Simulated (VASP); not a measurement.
# Al12C in VASP: a series of runs

Runs on Al12C. Level: LDA. Tasks: single point, relaxation of the atoms.

Everything below comes from runs of VASP 6.6.1. Logs are shortened: lines on timing, memory, paths and dates and some standing lists are left out, and cuts for length are marked.

## Step 1: The cell of the first run

The cell holds a slab with vacuum, 13 atoms: a = 5.634 Å, b = 5.634 Å, c = 19.604 Å, α = 90.00°, β = 90.00°, γ = 90.00°.

## Step 2: Single point, LDA

Input file INCAR:

```
  PREC = Accurate
  ENCUT = 520
  EDIFF = 1E-6
  ISMEAR = 0
  SIGMA = 0.1
  LREAL = F
  LASPH = T
  NELM = 80
  ALGO = Normal
  ISIF = 2
  LWAVE = F
  LCHARG = F
  LDIPOL = T
  IDIPOL = 3
  DIPOL = 0.5 0.5 0.321
  GGA = CA
  NBANDS = 32
```

Input file KPOINTS:

```
Automatic mesh
0
Gamma
  5 5 1
```

Input file POSCAR:

```
Al12C
1.0
    5.6336864727      0.0000000000      0.0000000000
    0.0000000000      5.6336864727      0.0000000000
    0.0000000000      0.0000000000     19.6042970528
Al C
12 1
Direct
    0.2500000000      0.2500000000      0.2040369001
    0.2500000000      0.7500000000      0.2040369001
    0.7500000000      0.2500000000      0.2040369001
    0.7500000000      0.7500000000      0.2040369001
    0.0000000000      0.0000000000      0.3086956402
    0.0000000000      0.5000000000      0.3086956402
    0.5000000000      0.0000000000      0.3086956402
    0.5000000000      0.5000000000      0.3086956402
    0.2500000000      0.2500000000      0.4133939121
    0.2500000000      0.7500000000      0.4133939121
    0.7500000000      0.2500000000      0.4133939121
    0.7500000000      0.7500000000      0.4133939121
    0.4166666667      0.4166666667      0.4732456044
```

Potentials or basis: VASP PAW LDA potentials, release 64 (Al, C).

Run with:

```sh
cat potpaw_LDA.64/Al/POTCAR potpaw_LDA.64/C/POTCAR > POTCAR
mpirun -np 1 vasp_std > vasp.out
```

OUTCAR:

```text
PREC = Accurate
   ENCUT = 520
   EDIFF = 1E-6
   ISMEAR = 0
   LREAL = F
   LASPH = T
   NELM = 80
   ISIF = 2
   GGA = CA

 ion  position               nearest neighbor table
   1  0.250  0.250  0.204-   2 2.82   3 2.82   2 2.82   3 2.82   7 2.86   8 2.86   5 2.86   6 2.86

   2  0.250  0.750  0.204-   1 2.82   4 2.82   1 2.82   4 2.82   7 2.86   8 2.86   5 2.86   6 2.86

   3  0.750  0.250  0.204-   1 2.82   4 2.82   4 2.82   1 2.82   7 2.86   8 2.86   5 2.86   6 2.86
[... 4 lines left out ...]
                            11 2.86  12 2.86   9 2.86  10 2.86
   6  0.000  0.500  0.309-   5 2.82   8 2.82   5 2.82   8 2.82   1 2.86   2 2.86   3 2.86   4 2.86
                            11 2.86  12 2.86   9 2.86  10 2.86
   7  0.500  0.000  0.309-   5 2.82   8 2.82   8 2.82   5 2.82   1 2.86   2 2.86   3 2.86   4 2.86
                            11 2.86  12 2.86   9 2.86  10 2.86
   8  0.500  0.500  0.309-   6 2.82   7 2.82   7 2.82   6 2.82   1 2.86   2 2.86   3 2.86   4 2.86
                            11 2.86  12 2.86   9 2.86  10 2.86
   9  0.250  0.250  0.413-  13 1.77  11 2.82  10 2.82  10 2.82  11 2.82   6 2.86   7 2.86   8 2.86
                             5 2.86
  10  0.250  0.750  0.413-  13 2.41  12 2.82   9 2.82   9 2.82  12 2.82   6 2.86   7 2.86   8 2.86
                             5 2.86
  11  0.750  0.250  0.413-  13 2.41  12 2.82   9 2.82  12 2.82   9 2.82   6 2.86   7 2.86   8 2.86
                             5 2.86
  12  0.750  0.750  0.413-  10 2.82  11 2.82  11 2.82  10 2.82   5 2.86   6 2.86   7 2.86   8 2.86

  13  0.417  0.417  0.473-   9 1.77  10 2.41  11 2.41

  LATTYP: Found a simple tetragonal cell.
 ALAT       =     5.6336864727
 C/A-ratio  =     3.4798345893

  Lattice vectors:

 A1 = (   5.6336864727,   0.0000000000,   0.0000000000)
 A2 = (   0.0000000000,   5.6336864727,   0.0000000000)
 A3 = (   0.0000000000,   0.0000000000,  19.6042970528)

Analysis of symmetry for initial positions (statically):
=====================================================================
 Subroutine PRICEL returns:
 Original cell was already a primitive cell.

 Routine SETGRP: Setting up the symmetry group for a
 simple tetragonal supercell.

 Subroutine GETGRP returns: Found  2 space group operations
 (whereof  2 operations were pure point group operations)
 out of a pool of 16 trial point group operations.

The static configuration has the point symmetry C_1h.

Analysis of symmetry for dynamics (positions and initial velocities):
=====================================================================
 Subroutine PRICEL returns:
 Original cell was already a primitive cell.

 Routine SETGRP: Setting up the symmetry group for a
 simple tetragonal supercell.

 Subroutine GETGRP returns: Found  2 space group operations
 (whereof  2 operations were pure point group operations)
 out of a pool of 16 trial point group operations.

The dynamic configuration has the point symmetry C_1h.

 Subroutine INISYM returns: Found  2 space group operations
 (whereof  2 operations are pure point group operations),
 and found     1 'primitive' translations

----------------------------------------------------------------------------------------

                                     Primitive cell

  volume of cell :     622.2095

  direct lattice vectors                    reciprocal lattice vectors
     5.633686473  0.000000000  0.000000000     0.177503666  0.000000000  0.000000000
     0.000000000  5.633686473  0.000000000     0.000000000  0.177503666  0.000000000
     0.000000000  0.000000000 19.604297053     0.000000000  0.000000000  0.051009225

  length of vectors
     5.633686473  5.633686473 19.604297053     0.177503666  0.177503666  0.051009225

  position of ions in fractional coordinates (direct lattice)
     0.250000000  0.250000000  0.204036900
     0.250000000  0.750000000  0.204036900
     0.750000000  0.250000000  0.204036900
     0.750000000  0.750000000  0.204036900
     0.000000000  0.000000000  0.308695640
     0.000000000  0.500000000  0.308695640
     0.500000000  0.000000000  0.308695640
     0.500000000  0.500000000  0.308695640
     0.250000000  0.250000000  0.413393912
     0.250000000  0.750000000  0.413393912
     0.750000000  0.250000000  0.413393912
     0.750000000  0.750000000  0.413393912
     0.416666667  0.416666667  0.473245604
[... 36 lines left out ...]
     0.000000000  0.000000000  0.000000000

 Subroutine IBZKPT returns following result:
 ===========================================

 Found      9 irreducible k-points:

 Following reciprocal coordinates:
            Coordinates               Weight
  0.000000  0.000000  0.000000      1.000000
  0.200000  0.000000  0.000000      4.000000
  0.400000  0.000000  0.000000      4.000000
  0.200000  0.200000  0.000000      2.000000
 -0.200000  0.200000  0.000000      2.000000
  0.400000  0.200000  0.000000      4.000000
 -0.200000  0.400000  0.000000      4.000000
[... 23 lines left out ...]
   NSW    =      0    number of steps for IOM
   IBRION =     -1    ionic relax: 0-MD 1-quasi-New 2-CG
   NFREE  =      0    steps in history (QN), initial steepest desc. (CG)
   ISIF   =      2    stress and relaxation
   ISYM   =      2    0-nonsym 1-usesym 2-fastsym
   POTIM  = 0.5000    time-step for ionic-motion
   TEBEG  =    0.0;   TEEND  =   0.0 temperature during run
   PSTRESS=    0.0 pullay stress
   NELECT =      40.0000    total number of electrons
   NUPDOWN=      -1.0000    fix difference up-down
   EMIN   =  10.00;   EMAX   =-10.00  energy-range for DOS
   EFERMI =   0.00;   METHOD = LEGACY
   ISMEAR =     0;   SIGMA  =   0.10  broadening in eV -4-tet -1-fermi 0-gaus
   EFERMI_NEDOS =   21; number of points for ismear=-14 and -15
   IALGO  =     38    algorithm
   IMIX   =      4    mixing-type and parameters
     AMIX     =   0.40;   BMIX     =  1.00
     AMIX_MAG =   1.60;   BMIX_MAG =  1.00
  volume/ion in A,a.u.               =      47.86       322.99
  Fermi-wavevector in a.u.,A,eV,Ry     =   0.655817  1.239314  5.851809  0.430096
  Thomas-Fermi vector in A             =   1.726813
   LORBIT       =      0    0 simple, 1 ext, 2 COOP (PROOUT), +10 PAW based schemes
   GGA     = CA    functional components
   LHFCALC =     F    Hartree Fock is set to
   AEXX    =    0.0000 exact exchange contribution
   IVDW    =     0    specifies the selected vdW correction
   LEPSILON=     F    determine dielectric tensor
   LRPA    =     F    only Hartree local field effects (RPA)
 non-spin polarized calculation
 Gauss-broadening in eV      SIGMA  =   0.10
  energy-cutoff  :      520.00
  volume of cell :      622.21
 maximum number of plane-waves:     16799
 NGX is ok and might be reduce to    42
   NGX = 21   NGY = 21   NGZ = 73

 dipolmoment           0.000000      0.000000     -0.109534 electrons x Angstroem

 number of electron      40.0000000 magnetization

 dipolmoment           0.000000      0.000000      0.171443 electrons x Angstroem

 Free energy of the ion-electron system (eV)
  ---------------------------------------------------
  ext. energy  EPLUGINS =         0.00000000
  ---------------------------------------------------
  free energy    TOTEN  =       -52.43718131 eV

  energy without entropy =      -52.41084793  energy(sigma->0) =      -52.42401462

 E-fermi :  -0.7032     XC(G=0):  -4.4130

 val. band max:       -0.7701281922   @ k =   0.4000   0.0000   0.0000
 cond. band min:      -0.6739396876   @ k =   0.4000   0.4000   0.0000
 fundamental gap:      0.0961885046
 Fermi energy:        -0.7032057518

 k-point     1 :       0.0000    0.0000    0.0000
  band No.  band energies     occupation
      1     -11.6192      2.00000
      2     -10.4811      2.00000
      3      -8.3498      2.00000
      4      -6.7296      2.00000
      5      -6.6936      2.00000
      6      -6.5514      2.00000
[... 304 lines left out ...]
     31       2.1061      0.00000
     32       2.6024      0.00000

------------------------ aborting loop because EDIFF is reached ----------------------------------------

 vacuum level on the upper side and lower side of the slab       (xc-potential included)         0.464        -0.486

  FORCE on cell =-STRESS in cart. coord.  units (eV):
  Direction    XX          YY          ZZ          XY          YZ          ZX
  --------------------------------------------------------------------------------------
  -------------------------------------------------------------------------------------
  Total       -8.8561109     -8.8561109      0.3275370      2.9804042      3.1809912      3.1809910
  in kB      -22.8043136    -22.8043136      0.8434014      7.6744829      8.1909905      8.1909900
  external PRESSURE =     -14.9217419 kB  Pullay stress =       0.0000000 kB

 VOLUME and BASIS-vectors are now :
 -----------------------------------------------------------------------------
  energy-cutoff  :      520.00
  volume of cell :      622.21
      direct lattice vectors                 reciprocal lattice vectors
     5.633686473  0.000000000  0.000000000     0.177503666  0.000000000  0.000000000
     0.000000000  5.633686473  0.000000000     0.000000000  0.177503666  0.000000000
     0.000000000  0.000000000 19.604297053     0.000000000  0.000000000  0.051009225

 POSITION                                       TOTAL-FORCE (eV/Angst)
 -----------------------------------------------------------------------------------
      1.40842      1.40842      4.00000        -0.070760     -0.070760      0.069670
      1.40842      4.22526      4.00000         0.002567      0.103959     -0.012975
      4.22526      1.40842      4.00000         0.103959      0.002567     -0.012975
      4.22526      4.22526      4.00000         0.007151      0.007151     -0.044285
      0.00000      0.00000      6.05176        -0.018012     -0.018012     -0.144097
      0.00000      2.81684      6.05176        -0.167386      0.084157      0.035509
      2.81684      0.00000      6.05176         0.084157     -0.167386      0.035509
      2.81684      2.81684      6.05176         0.059982      0.059982     -0.056871
      1.40842      1.40842      8.10430        -2.135679     -2.135679     -1.736346
      1.40842      4.22526      8.10430         0.241635     -0.867764      0.798805
      4.22526      1.40842      8.10430        -0.867764      0.241635      0.798805
      4.22526      4.22526      8.10430        -0.029030     -0.029030      0.215527
      2.34737      2.34737      9.27765         2.789180      2.789180      0.053725
 -----------------------------------------------------------------------------------
    total drift:                               -0.000070     -0.000070     -0.000125

  FREE ENERGIE OF THE ION-ELECTRON SYSTEM (eV)
  ---------------------------------------------------
  free  energy   TOTEN  =       -52.4371813080 eV

  energy  without entropy=      -52.4108479327  energy(sigma->0) =      -52.42401462

 vacuum level on the upper side and lower side of the slab         4.732         3.753
```

Run time: 9.2 min. Hardware: 1 thread of Intel Xeon 8259CL, shared host; peak memory 0.49 GiB.

What came out:

- Free energy: -52.4372 eV
- Largest force: 3.945 eV/Å
- Band gap on the k mesh: zero (bands 20 and 21 overlap by 0.79 eV)

Forces on the atoms (eV/Å):
```
Al  -0.071 -0.071  0.070
Al   0.003  0.104 -0.013
Al   0.104  0.003 -0.013
Al   0.007  0.007 -0.044
Al  -0.018 -0.018 -0.144
Al  -0.167  0.084  0.036
Al   0.084 -0.167  0.036
Al   0.060  0.060 -0.057
Al  -2.136 -2.136 -1.736
Al   0.242 -0.868  0.799
Al  -0.868  0.242  0.799
Al  -0.029 -0.029  0.216
C    2.789  2.789  0.054
```

Levels at points of the mesh, in eV from the Fermi level:
```csv
k point,band 18,band 19,band 20,band 21,band 22,band 23
"(0.00, 0.00, 0.00)",-0.87,-0.71,-0.44,-0.35,-0.18,-0.12
```

## Step 3: Single point, LDA

Input file INCAR:

```
SYSTEM = Al12C
  PREC = Accurate
  ENCUT = 520
  EDIFF = 1E-6
  ISMEAR = 0
  SIGMA = 0.1
  LREAL = .FALSE.
  LASPH = .TRUE.
  NELM = 100
  ALGO = Normal
  ISIF = 2
  LWAVE = .FALSE.
  LCHARG = .FALSE.
  LDIPOL = .TRUE.
  IDIPOL = 3
  DIPOL = 0.5 0.5 0.324
  GGA = CA
  NBANDS = 32
```

Input file KPOINTS:

```
regular mesh
0
G
  5 5 1
  0 0 0
```

Edit POSCAR of step 2 so:

```diff
@@ -20,2 +20,2 @@
     0.7500000000      0.7500000000      0.4133939121
-    0.4166666667      0.4166666667      0.4732456044
+    0.3333333333      0.3333333333      0.5020251962
```

Potentials or basis: VASP PAW LDA potentials, release 64 (Al, C).

Run with:

```sh
cat potpaw_LDA.64/Al/POTCAR potpaw_LDA.64/C/POTCAR > POTCAR
mpirun -np 1 vasp_std > vasp.out
```

Run time: 9.9 min. Hardware: 1 thread of Intel Xeon 8259CL, shared host; peak memory 0.49 GiB.

Results (log left out):

* Free energy: -50.8660 eV
* Largest force: 1.481 eV/Å
* Band gap on the k mesh: zero (bands 20 and 21 overlap by 0.80 eV)

Forces on the atoms (eV/Å):
```
Al  -0.023 -0.023 -0.042
Al   0.087  0.079 -0.060
Al   0.079  0.087 -0.060
Al  -0.062 -0.062  0.040
Al   0.022  0.022  0.029
Al  -0.022 -0.002  0.040
Al  -0.002 -0.022  0.040
Al  -0.006 -0.006 -0.054
Al  -0.534 -0.534 -1.274
Al   0.083 -0.569  0.614
Al  -0.569  0.083  0.614
Al   0.026  0.026  0.062
C    0.921  0.921  0.051
```

Levels at points of the mesh, in eV from the Fermi level:
```csv
k point,band 18,band 19,band 20,band 21,band 22,band 23
"(0.00, 0.00, 0.00)",-0.74,-0.69,-0.47,-0.34,0.00,0.01
```

## Step 4: Relaxation of the atoms, LDA

Input file INCAR:

```
SYSTEM = Al12C
  PREC = Accurate
  ENCUT = 520
  EDIFF = 1E-6
  ISMEAR = 0
  SIGMA = 0.1
  LREAL = .False.
  LASPH = .True.
  NELM = 100
  ALGO = Fast
  ISIF = 2
  LWAVE = .False.
  LCHARG = .False.
  LDIPOL = .True.
  IDIPOL = 3
  DIPOL = 0.5 0.5 0.322
  IBRION = 2
  NSW = 36
  EDIFFG = -0.025
```

Input file KPOINTS:

```
Automatic mesh
0
Gamma
  5 5 1
  0 0 0
```

Input file POSCAR:

```
Al12C
1.0
    5.6336864727      0.0000000000      0.0000000000
    0.0000000000      5.6336864727      0.0000000000
    0.0000000000      0.0000000000     19.6042970528
Al C
12 1
Selective dynamics
Direct
    0.2500000000      0.2500000000      0.2040369001  F F F
    0.2500000000      0.7500000000      0.2040369001  F F F
    0.7500000000      0.2500000000      0.2040369001  F F F
    0.7500000000      0.7500000000      0.2040369001  F F F
    0.0000000000      0.0000000000      0.3086956402  F F F
    0.0000000000      0.5000000000      0.3086956402  F F F
    0.5000000000      0.0000000000      0.3086956402  F F F
    0.5000000000      0.5000000000      0.3086956402  F F F
    0.2500000000      0.2500000000      0.4133939121  F F F
    0.2500000000      0.7500000000      0.4133939121  F F F
    0.7500000000      0.2500000000      0.4133939121  F F F
    0.7500000000      0.7500000000      0.4133939121  F F F
    0.4166666667      0.4166666667      0.4794282643  F F T
```

Run with:

```sh
cat potpaw_LDA.64/Al/POTCAR potpaw_LDA.64/C/POTCAR > POTCAR
mpirun -np 1 vasp_std > vasp.out
```

Wall time 12 min (1 thread of Oxide Virtual Turin-like, shared host); peak memory 0.43 GiB.

Results (log left out):

| Quantity | Value |
| --- | --- |
| Free energy | -52.4373 eV |
| Energy gained by relaxing | 4.3 meV/atom |
| Ionic steps | 3 |
| Band gap on the k mesh | zero (bands 20 and 21 overlap by 0.79 eV) |

Step by step:
| step | energy change (eV) | largest force on free atoms (eV/Å) | pressure (GPa) |
| --- | --- | --- | --- |
| 1 | 0.0000 | 0.9496 | -1.75 |
| 2 | -0.0354 | 0.5910 | -1.66 |
| 3 | -0.0563 | 0.0028 | -1.51 |

Final structure:
```yaml
crystal:
  lattice:
    - [5.63369, 0.00000, 0.00000]
    - [0.00000, 5.63369, 0.00000]
    - [0.00000, 0.00000, 19.60430]
  atoms:
    - { symbol: Al, position: [0.25000, 0.25000, 0.20404] }
    - { symbol: Al, position: [0.25000, 0.75000, 0.20404] }
    - { symbol: Al, position: [0.75000, 0.25000, 0.20404] }
    - { symbol: Al, position: [0.75000, 0.75000, 0.20404] }
    - { symbol: Al, position: [0.00000, 0.00000, 0.30870] }
    - { symbol: Al, position: [0.00000, 0.50000, 0.30870] }
    - { symbol: Al, position: [0.50000, 0.00000, 0.30870] }
    - { symbol: Al, position: [0.50000, 0.50000, 0.30870] }
    - { symbol: Al, position: [0.25000, 0.25000, 0.41339] }
    - { symbol: Al, position: [0.25000, 0.75000, 0.41339] }
    - { symbol: Al, position: [0.75000, 0.25000, 0.41339] }
    - { symbol: Al, position: [0.75000, 0.75000, 0.41339] }
    - { symbol: C, position: [0.41667, 0.41667, 0.47354] }
```

Levels at points of the mesh, in eV from the Fermi level:
```
           k point  band 16  band 17  band 18  band 19  band 20  band 21  band 22  band 23  band 24  band 25
(0.00, 0.00, 0.00)    -1.72    -1.39    -0.87    -0.71    -0.43    -0.35    -0.18    -0.12     0.53     1.05
```

## Step 5: Relaxation of the atoms, LDA

Input file INCAR:

```
PREC = Accurate
ENCUT = 520
EDIFF = 1E-6
ISMEAR = 0
SIGMA = 0.1
LREAL = False
LASPH = True
NELM = 100
ALGO = Fast
ISIF = 2
LWAVE = False
LCHARG = False
LDIPOL = True
IDIPOL = 3
DIPOL = 0.5 0.5 0.324
IBRION = 2
NSW = 36
EDIFFG = -0.025
```

Input file KPOINTS:

```
Automatic mesh
0
Gamma
  5 5 1
```

Edit POSCAR of step 4 so:

```diff
@@ -21,2 +21,2 @@
     0.7500000000      0.7500000000      0.4133939121  F F F
-    0.4166666667      0.4166666667      0.4794282643  F F T
+    0.3333333333      0.3333333333      0.5027190183  F F T
```

Run with:

```sh
cat potpaw_LDA.64/Al/POTCAR potpaw_LDA.64/C/POTCAR > POTCAR
mpirun -np 1 vasp_std > vasp.out
```

Wall time 6.9 min (1 thread of Oxide Virtual Turin-like, shared host); peak memory 0.44 GiB.

Results (log left out):

- Free energy: -50.8661 eV
- Energy gained by relaxing: 0.1 meV/atom
- Ionic steps: 3
- Band gap on the k mesh: zero (bands 20 and 21 overlap by 0.80 eV)

The path:
| step | energy change (eV) | largest force on free atoms (eV/Å) | pressure (GPa) |
| --- | --- | --- | --- |
| 1 | 0.0000 | 0.1585 | -1.62 |
| 2 | -0.0008 | 0.0425 | -1.61 |
| 3 | -0.0008 | 0.0015 | -1.60 |

Final structure:
```yaml
crystal:
  lattice:
    - [5.63369, 0.00000, 0.00000]
    - [0.00000, 5.63369, 0.00000]
    - [0.00000, 0.00000, 19.60430]
  atoms:
    - { symbol: Al, position: [0.25000, 0.25000, 0.20404] }
    - { symbol: Al, position: [0.25000, 0.75000, 0.20404] }
    - { symbol: Al, position: [0.75000, 0.25000, 0.20404] }
    - { symbol: Al, position: [0.75000, 0.75000, 0.20404] }
    - { symbol: Al, position: [0.00000, 0.00000, 0.30870] }
    - { symbol: Al, position: [0.00000, 0.50000, 0.30870] }
    - { symbol: Al, position: [0.50000, 0.00000, 0.30870] }
    - { symbol: Al, position: [0.50000, 0.50000, 0.30870] }
    - { symbol: Al, position: [0.25000, 0.25000, 0.41339] }
    - { symbol: Al, position: [0.25000, 0.75000, 0.41339] }
    - { symbol: Al, position: [0.75000, 0.25000, 0.41339] }
    - { symbol: Al, position: [0.75000, 0.75000, 0.41339] }
    - { symbol: C, position: [0.33333, 0.33333, 0.50219] }
```

Levels at points of the mesh, in eV from the Fermi level:
```
           k point  band 16  band 17  band 18  band 19  band 20  band 21  band 22  band 23  band 24  band 25
(0.00, 0.00, 0.00)    -1.08    -1.06    -0.74    -0.69    -0.47    -0.34     0.00     0.01     0.48     1.10
```

## Step 6: The runs side by side

```tsv
task	cell	atoms held fixed (from 0)	atoms held along some axes (from 0)	gap on the mesh (eV)	largest force (eV/Å)
single point	as given, atomic positions A	-	-	none	3.94
single point	as given, atomic positions B	-	-	none	1.48
relaxation of the atoms	atoms relaxed, atomic positions C	[0, 1, 2, 3, 4, 5, 6, 7, 8, 9, 10, 11]	atom 12 along a and b	none	-
relaxation of the atoms	atoms relaxed, atomic positions D	[0, 1, 2, 3, 4, 5, 6, 7, 8, 9, 10, 11]	atom 12 along a and b	none	-
```

Alike in all rows: level LDA; potentials or basis VASP PAW LDA potentials, release 64 (Al, C); no spin polarisation; k mesh 5 × 5 × 1; cutoff (eV) 520; smearing gaussian 0.1 eV.

Absolute energies hang on the potentials; compare differences alone.

The gap in the log of VASP goes by the Fermi energy; the results here count the filled bands.